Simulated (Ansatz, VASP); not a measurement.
## Two plane-wave programs on SrO

```
Sr O
1.0
     0.00000    2.57989    2.57989
     2.57989    0.00000    2.57989
     2.57989    2.57989    0.00000
Sr O
1 1
Direct
  0.50000 0.50000 0.50000
  0.00000 0.00000 0.00000
```

Alike in both runs: task single point; functional PBE-based screened hybrid; k mesh 4 × 4 × 4; no spin polarisation.

|  | VASP | Ansatz |
| --- | --- | --- |
| version | VASP 6.6.1 | Ansatz 0.2.0 |
| potentials or method | VASP PAW PBE potentials, release 64 (Sr_sv, O) | plane waves |
| plane-wave cutoff (eV) | 520 | 420 |
| occupations | gaussian, width 0.01 eV | fixed |
| valence electrons in the cell | 16 | 16 |

```tsv
	VASP	Ansatz	Ansatz less VASP
gap on the k mesh at the Fermi level (eV)	5.01	5.06	+0.050
pressure (GPa)	-0.5	-1.0	-0.52
```

VASP's potentials were made for PBE, not for PBE-based screened hybrid. Ansatz's warnings: stress exchange threshold loose, stress scf threshold loose.

The k mesh is coarse, so the values compare programs but aren't converged.
